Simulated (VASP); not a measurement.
# H10C6O in VASP: a series of runs, part 3 of 3

VASP 6.6.1.

### 5 Single point, PBE+D3(BJ)

Contents of INCAR:

```
ALGO     = Normal         # electronic algorithm
EDIFF    = 1E-6           # SCF threshold, eV
ENCUT    = 520            # plane-wave cutoff, eV
GGA      = PE             # functional
ISIF     = 2              # what is computed and relaxed
ISMEAR   = -1             # smearing method
IVDW     = 12             # dispersion correction
LASPH    = True           # aspherical terms in the spheres
LCHARG   = False          # write CHGCAR
LREAL    = Auto         
LWAVE    = False          # write WAVECAR
NBANDS   = 63             # bands
NELM     = 100            # most SCF steps
PREC     = Accurate       # precision mode
SIGMA    = 0.02           # smearing width, eV
```

Contents of KPOINTS:

```
k-points
0
Gamma
  1 1 1
```

Contents of POSCAR:

```
H10C6O
1.0
    7.2380700000      0.0000000000      0.0000000000
    0.0000000000      7.2380700000      0.0000000000
    0.0000000000      0.0000000000      7.2380700000
C O H
12 2 20
Direct
    0.0050704124      0.5817434758      0.1578044976
    0.1812776058      0.4947175145      0.2626528895
    0.5406828063      0.1252958316      0.3873270084
    0.7183821101      0.1084957730      0.2779332060
    0.8385108185      0.8257173528      0.8061264950
    0.6873379230      0.8663773630      0.8806214916
    0.1829355063      0.0986727125      0.9617757220
    0.0773825067      0.1752953481      0.8626470869
    0.6995649393      0.4862622218      0.7399486327
    0.7928771067      0.4041685145      0.6176922854
    0.3002872313      0.6859010758      0.6548016253
    0.2008960952      0.6146942486      0.7668480686
    0.3217984905      0.4521094712      0.1317063803
    0.7487355055      0.2258060505      0.1350221813
    0.4500232797      0.4136461792      0.1772848287
    0.2171573361      0.6228732245      0.3503281952
    0.1931039628      0.3634808727      0.3656499592
   -0.1173517250      0.6021218363      0.2631778913
    0.0529146582      0.7100649759      0.1188852830
   -0.0329369570      0.5224320848      0.0415165921
    0.6654121886      0.1893046074      0.0421383048
    0.8455707115      0.1200596292      0.3732901174
    0.7464697081     -0.0398448758      0.2366791147
    0.5313985634      0.0119921471      0.4827529991
    0.5377262171      0.2512686393      0.4651516219
    0.4152073688      0.1616867480      0.2937799717
    0.5477288835      0.8576181220      0.9445059249
    0.9865889664      0.8431253083      0.7669309636
   -0.0010085561      0.2320369933      0.7416756124
    0.2207494539      0.0004006593      1.0777873107
    0.8871840145      0.3579407218      0.5119458640
    0.6284410071      0.5307077715      0.8413706969
    0.0991010034      0.5599558998      0.8678142101
    0.3833342314      0.7789369266      0.5595552406
```

Command:

```
> cat potpaw_PBE.64/C/POTCAR potpaw_PBE.64/O/POTCAR potpaw_PBE.64/H/POTCAR > POTCAR
> mpirun -np 1 vasp_gam > vasp.out
```

Wall time 96 s (1 thread of Intel Xeon 8259CL, shared host); peak memory 0.36 GiB.

It converged, with:

```yaml
Free_energy: -183.3718 eV
Pressure: -0.4 GPa
Largest_force: 11.036 eV/Å
Band_gap_on_the_k_mesh: 4.29 eV
Dispersion_energy_per_atom: -0.050 eV
```

Forces on the atoms (eV/Å):
```
C    0.655 -0.574  6.705
C    0.679  0.226  1.688
C   -0.929  1.272 -1.795
C    2.080 -2.760  2.560
C   -1.809  2.006  1.431
C    1.595 -1.014 -0.795
C    1.679 -2.991  3.588
C   -2.035  1.617 -3.642
C    5.828 -4.861 -8.013
C   -2.253  2.437  2.975
C    1.630  2.067 -1.726
C   -1.381 -0.823  1.273
O    1.755  0.167 -0.836
O    0.411  2.007 -0.289
H   -2.109  0.733  0.044
H    0.131 -1.448 -0.434
H   -1.567  1.874 -1.175
H    1.557 -0.376 -1.485
H    0.689  2.494 -0.371
H   -1.869 -2.891 -3.544
H   -0.902 -0.298 -1.751
H   -1.116  0.321 -0.418
H   -0.658  0.432 -0.185
H   -0.556 -0.574  0.274
H    0.436  0.733  0.903
H    0.985 -1.461  0.671
H    1.111  0.122 -0.684
H   -1.331 -0.446  0.085
H    0.732 -0.359  1.607
H   -0.021  1.413 -1.447
H   -0.276  0.134  0.052
H   -3.524  2.026  4.677
H    1.308  0.241 -1.204
H   -0.926 -1.449  1.262
```

Stress tensor (GPa, compression positive):
```
-4.61  3.02  1.64
 3.02  1.16  1.51
 1.64  1.51  2.25
```

Levels at points of the mesh, in eV from the valence-band top:
```csv
k point,band 38,band 39,band 40,band 41,band 42,band 43
"(0.00, 0.00, 0.00)",-0.61,-0.31,0.00,4.29,4.49,4.70
```

Caveat: the k points lie up to 0.87 Å⁻¹ apart; the atoms stand as in a frame of molecular dynamics.

### 6 Single point, PBE+D3(BJ)

Contents of INCAR:

```
ALGO = Normal ; EDIFF = 1E-7
ENCUT = 520 ; GGA = PE
ISIF = 2 ; ISMEAR = -1
IVDW = 12 ; LASPH = True
LCHARG = False ; LREAL = Auto
LWAVE = False ; NBANDS = 63
NELM = 60 ; PREC = Accurate
SIGMA = 0.02
```

KPOINTS is that of step 5.

Contents of POSCAR:

```
H10C6O
1.0
    7.2380700000      0.0000000000      0.0000000000
    0.0000000000      7.2380700000      0.0000000000
    0.0000000000      0.0000000000      7.2380700000
C O H
12 2 20
Direct
   -0.0187619075      0.5832217704      0.1818026076
    0.1812914216      0.5106471753      0.2370797740
    0.5383479298      0.0881312284      0.3647519297
    0.7359282240      0.0939338802      0.3063800157
    0.8179666679      0.8398785864      0.7900586759
    0.7110320845      0.8627714294      0.9081840877
    0.1744802136      0.1268570213      0.9631158582
    0.0513949160      0.1966960806      0.8723872524
    0.6808721109      0.4263291181      0.7434025921
    0.8023962189      0.4085205034      0.6312456221
    0.3463216023      0.6608391463      0.6476450214
    0.2094066512      0.6134784549      0.7283571449
    0.2935865500      0.4632312205      0.0812509412
    0.7625375273      0.2461982269      0.1875361802
    0.4025796932      0.5437913698      0.1154727711
    0.2458804626      0.6302646976      0.3121688516
    0.1824795836      0.4164784259      0.3412097424
   -0.1057464214      0.6494548961      0.2910306200
    0.0257389055      0.7087939188      0.1094076183
   -0.1056497105      0.5207741843      0.0713173539
    0.9024781468      0.2741752981      0.1765940368
    0.8056982041      0.1240938537      0.4237041090
    0.7991218654     -0.0382975020      0.2440015087
    0.5058392638     -0.0604581055      0.3788993475
    0.5025096469      0.1550827776      0.4958089656
    0.4614213457      0.1669505821      0.2754325393
    0.6361502445      0.8644155141      1.0408852083
    0.9204663674      0.8514286267      0.6850997573
   -0.0508284667      0.2328659435      0.7700533429
    0.2495554754      0.0257250897      1.0516891934
    0.9270841536      0.4145442086      0.5487927030
    0.5789526766      0.4626647711      0.8144574451
    0.0834891069      0.5838434831      0.7936784253
    0.4533114490      0.7311893916      0.5713125184
```

Potentials or basis: VASP PAW PBE potentials, release 64 (C, O, H).

Command:

```
> cat potpaw_PBE.64/C/POTCAR potpaw_PBE.64/O/POTCAR potpaw_PBE.64/H/POTCAR > POTCAR
> mpirun -np 1 vasp_gam > vasp.out
```

Wall time 94 s (1 thread of Intel Xeon 8259CL, shared host); peak memory 0.36 GiB.

It converged, with:

| Item | Value |
| --- | --- |
| Free energy | -183.8688 eV |
| Pressure | 3.3 GPa |
| Largest force | 7.528 eV/Å |
| Band gap on the k mesh | 4.45 eV |
| Dispersion energy per atom | -0.050 eV |

Forces in eV/Å, atoms in the order of the input:
```
C    1.160  1.629 -0.681
C   -1.608  3.226 -1.012
C    0.485 -1.974  1.545
C    0.120 -0.709 -1.917
C    3.090  0.050 -3.670
C   -3.684  0.240  4.937
C   -0.170 -1.371  0.590
C    0.724 -0.918 -0.102
C    5.384 -1.601 -4.386
C    0.655  0.406 -0.565
C    0.663  0.894 -0.775
C   -0.115  0.104 -0.064
O    1.568  1.514  1.141
O    2.008  0.916 -0.895
H   -0.849 -1.298 -1.151
H   -0.359 -0.242 -0.449
H   -0.115 -3.044  2.033
H    0.441 -1.013 -0.026
H   -0.151  0.351 -0.316
H    0.433 -0.497  0.786
H   -2.367 -0.669  0.025
H    2.266  0.223  3.029
H   -0.842  0.890  0.480
H   -0.778  0.367 -0.249
H    0.690 -0.106  0.418
H   -1.832  0.743 -2.334
H    0.265  0.140 -1.256
H    0.053 -0.252 -0.216
H    0.213  0.161  0.612
H   -0.342  1.302 -0.755
H   -0.519 -0.192  0.048
H   -5.936  1.589  4.349
H   -0.545 -0.421  0.501
H   -0.009 -0.438  0.323
```

Stress tensor (GPa, compression positive):
```
 2.97 -0.04 -1.52
-0.04  1.79 -1.10
-1.52 -1.10  5.16
```

Levels at points of the mesh, in eV from the valence-band top:
| k point | band 38 | band 39 | band 40 | band 41 | band 42 | band 43 |
| --- | --- | --- | --- | --- | --- | --- |
| (0.00, 0.00, 0.00) | -0.58 | -0.24 | 0.00 | 4.45 | 4.70 | 5.03 |

Caveat: the k points lie up to 0.87 Å⁻¹ apart; the atoms stand as in a frame of molecular dynamics.

### 7 Single point, PBE+D3(BJ)

Contents of INCAR:

```
SYSTEM = H10C6O
ALGO = Normal ; EDIFF = 1E-6
ENCUT = 520 ; GGA = PE
ISIF = 2 ; ISMEAR = -1
IVDW = 12 ; LASPH = .True.
LCHARG = .False. ; LREAL = Auto
LWAVE = .False. ; NBANDS = 63
NELM = 60 ; PREC = Accurate
SIGMA = 0.02
```

Contents of KPOINTS:

```
k-points
0
Gamma
  1 1 1
  0 0 0
```

Contents of POSCAR:

```
H10C6O
1.0
    7.2380700000      0.0000000000      0.0000000000
    0.0000000000      7.2380700000      0.0000000000
    0.0000000000      0.0000000000      7.2380700000
C O H
12 2 20
Direct
    0.0135809684      0.6561003140      0.1953973918
    0.1678347957      0.5227222174      0.2366238514
    0.5345071269      0.0430087026      0.3448985710
    0.7411367948      0.0645890410      0.3391511826
    0.7807744330      0.8953906221      0.7676079397
    0.6956688731      0.8671234183      0.9180071483
    0.2029546550      0.0992806093      0.9713086500
    0.0548903230      0.1476774886      0.9104498851
    0.6603694079      0.3345090611      0.6995096759
    0.7495920874      0.4554805356      0.6155508305
    0.3876171410      0.6643069216      0.6407094709
    0.2321751517      0.6122902929      0.6855833116
    0.2873694231      0.5132169211      0.0556501940
    0.7772513944      0.2438771662      0.2515311402
    0.3941244006      0.5795743893      0.0740114423
    0.2554962856      0.6041251328      0.3211353303
    0.1497498643      0.3690762869      0.3085076547
   -0.0777140868      0.6806234259      0.3012819716
    0.0767331623      0.8011666093      0.1539775106
   -0.0926904548      0.5623874873      0.1124609184
    0.9074794800      0.2564357626      0.2383784628
    0.8004620016      0.0844423997      0.4973148920
    0.7988179169     -0.0437547578      0.2578035305
    0.4872016988     -0.1118668374      0.3406571089
    0.4869391979      0.0782529044      0.4944550136
    0.4447456297      0.0948319096      0.2300751443
    0.6329035226      0.8681043427      1.0550464419
    0.8621220850      0.8832326850      0.6494134486
   -0.0713173539      0.1739137643      0.8591102324
    0.3358491974      0.0465593729      0.9688770625
    0.8322798757      0.5752914796      0.5406551747
    0.5651230231      0.2817878247      0.7774448161
    0.0988246867      0.5858053321      0.7181472409
    0.5127748143      0.7126485375      0.5941639139
```

Command:

```
> cat potpaw_PBE.64/C/POTCAR potpaw_PBE.64/O/POTCAR potpaw_PBE.64/H/POTCAR > POTCAR
> mpirun -np 1 vasp_gam > vasp.out
```

Run time: 83 s. Hardware: 1 thread of Intel Xeon 8259CL, shared host; peak memory 0.35 GiB.

The run converged. Its results:

```
Free energy                : -182.9353 eV
Pressure                   : -0.9 GPa
Largest force              : 8.510 eV/Å
Band gap on the k mesh     : 4.32 eV
Dispersion energy per atom : -0.050 eV
```

Forces in eV/Å, atoms in the order of the input:
```
C   -0.076 -1.643 -2.763
C    2.114 -0.706 -0.872
C   -2.123 -2.254  2.013
C    0.256  2.725  1.793
C   -3.047 -1.350  5.501
C    2.117  0.965 -3.652
C   -1.374  0.372 -0.888
C    2.834 -0.739  1.243
C    5.117  5.114 -4.482
C    0.061 -0.213  0.243
C   -3.763 -1.062  0.846
C    4.268  1.512 -1.196
O   -4.228 -2.343  0.956
O   -1.189 -0.746  0.062
H    2.492  1.580  0.767
H    1.020 -0.088  1.384
H   -0.009  2.664 -1.573
H   -1.194  0.572  2.791
H   -1.218 -2.191 -0.308
H    1.315  2.097 -0.372
H    1.174  0.026 -0.180
H   -0.861 -0.822 -2.759
H    1.047 -0.690 -0.213
H    0.936  1.248  0.082
H   -0.061  0.220 -1.923
H    0.842  0.662  0.796
H    0.152 -0.069 -0.724
H    0.626  0.064 -0.940
H   -2.705  0.956 -0.851
H    1.444 -0.449  0.422
H   -1.486 -2.605  1.293
H   -3.589 -2.509  3.012
H   -2.333 -0.749  0.838
H    1.440  0.451 -0.344
```

Stress tensor (GPa, compression positive):
```
 3.80 -2.27  1.32
-2.27 -3.94  1.80
 1.32  1.80 -2.59
```

Levels at points of the mesh, in eV from the valence-band top:
```csv
k point,band 38,band 39,band 40,band 41,band 42,band 43
"(0.00, 0.00, 0.00)",-0.36,-0.11,0.00,4.32,4.45,4.96
```

Caveat: the k points lie up to 0.87 Å⁻¹ apart; the atoms stand as in a frame of molecular dynamics.

### 8 Overview

| cell | gap on the mesh (eV) | pressure (GPa) | largest force (eV/Å) |
| --- | --- | --- | --- |
| as given, atomic positions A | 4.94 | 2.2 | 7.70 |
| as given, atomic positions B | 4.21 | -2.0 | 6.09 |
| as given, atomic positions C | 4.30 | 0.4 | 5.42 |
| as given, atomic positions D | 4.29 | -0.4 | 11.04 |
| as given, atomic positions E | 4.45 | 3.3 | 7.53 |
| as given, atomic positions F | 4.32 | -0.9 | 8.51 |

Alike in all rows: task single point; level PBE+D3(BJ); potentials or basis VASP PAW PBE potentials, release 64 (C, O, H); no spin polarisation; k mesh 1 × 1 × 1; cutoff (eV) 520; smearing fermi-dirac 0.02 eV.

Caveats: all runs use coarse meshes; the atoms stand as in a frame of molecular dynamics (at least some runs).

Total energies depend on the potentials used, so only differences within one code and one set of settings carry meaning.
